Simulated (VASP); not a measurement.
Here is a VASP 6.6.1 calculation.

Contents of INCAR:

```
SYSTEM = In3As
PREC = Accurate
ENCUT = 500
EDIFF = 1E-6
ISMEAR = -1
SIGMA = 0.1
LREAL = .FALSE.
LASPH = .TRUE.
NELM = 120
ALGO = Normal
ISIF = 2
LWAVE = .FALSE.
LCHARG = .TRUE.
GGA = PE
LELF = .TRUE.
LVHAR = .TRUE.
NBANDS = 30
GGA_COMPAT = .FALSE.
```

File KPOINTS:

```
regular mesh
0
G
  2 2 2
  0 0 0
```

Contents of POSCAR:

```
In3As
1.0
    4.6716810000      0.0000000000      0.0000000000
    0.0000000000      4.6716810000      0.0000000000
    0.0000000000      0.0000000000      4.6716810000
In As
3 1
Direct
    0.0000000000      0.5000000000      0.5000000000
    0.5000000000      0.0000000000      0.5000000000
    0.5000000000      0.5000000000      0.0000000000
    0.0000000000      0.0000000000      0.0000000000
```

Potentials or basis: VASP PAW PBE potentials, release 64 (In_d, As).

Launch:

```console
$ cat potpaw_PBE.64/In_d/POTCAR potpaw_PBE.64/As/POTCAR > POTCAR
$ mpirun -np 1 vasp_std > vasp.out
```

Task: Predict the pressure.

Result: 1.5 GPa.

Task: What does it give for the band gap on the k mesh?

Result: Zero (band 22 reaches 7.07 eV, above the bottom of band 23 at 3.20 eV).

Caveat: the k points lie up to 0.67 Å⁻¹ apart; spin-orbit coupling is left out, which moves the levels of the heavy elements.
